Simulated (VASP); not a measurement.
Write the native input for VASP 6.6.1 that does the following.

| Property | Result |
| --- | --- |
| Task | single point |
| Functional | PBE |
| Dispersion | D3(BJ) |
| Potentials or basis | VASP PAW PBE potentials, release 64 (S, Pt) |
| Cutoff | 520 eV |
| k mesh | 9 × 9 × 1 |
| Occupations | gaussian, width 0.05 eV |
| Spin | no spin polarisation |
| Dipole correction | yes |
| Further INCAR settings | ALGO = Normal; EDIFF = 1e-06; NBANDS = 31 |

The structure of PtS2 lies in POSCAR:

```
PtS2
1.0
    3.5415277692      0.0000000000      0.0000000000
   -1.7707638846      3.0670530163      0.0000000000
    0.0000000000      0.0000000000     22.4670602589
S Pt
4 2
Direct
    0.6666666667      0.3333333333      0.2002932270
    0.3333333333      0.6666666667      0.3108341745
    0.3333333333      1.1666666667      0.4817510615
    0.0000000000      1.5000000000      0.5922920091
    0.0000000000      0.0000000000      0.2555637007
   -0.3333333333      0.8333333333      0.5370215353
```

These files were run (other wordings do the same):

INCAR

```
SYSTEM = PtS2
PREC = Accurate
ENCUT = 520
EDIFF = 1E-6
ISMEAR = 0
SIGMA = 0.05
LREAL = .False.
LASPH = .True.
NELM = 60
ALGO = Normal
ISIF = 2
LWAVE = .False.
LCHARG = .False.
LDIPOL = .True.
IDIPOL = 3
DIPOL = 0.5 0.5 0.396
GGA = PE
IVDW = 12
NBANDS = 31
```

KPOINTS

```
Automatic mesh
0
Gamma
  9 9 1
  0 0 0
```

Potentials or basis: VASP PAW PBE potentials, release 64 (S, Pt).

Run with:

```console
$ cat potpaw_PBE.64/S/POTCAR potpaw_PBE.64/Pt/POTCAR > POTCAR
$ mpirun -np 1 vasp_std > vasp.out
```

Results of the run:

The largest force is 0.052 eV/Å, the band gap on the k mesh is 1.60 eV, indirect (least direct gap 1.68 eV) and the dispersion energy per atom is -0.305 eV.

Caveat: spin-orbit coupling is left out, which moves the levels of the heavy elements.

Run time: 2.5 min on 1 thread of AMD EPYC 9R45 96-Core Processor (Zen 5) (shared host), peak memory 0.41 GiB.
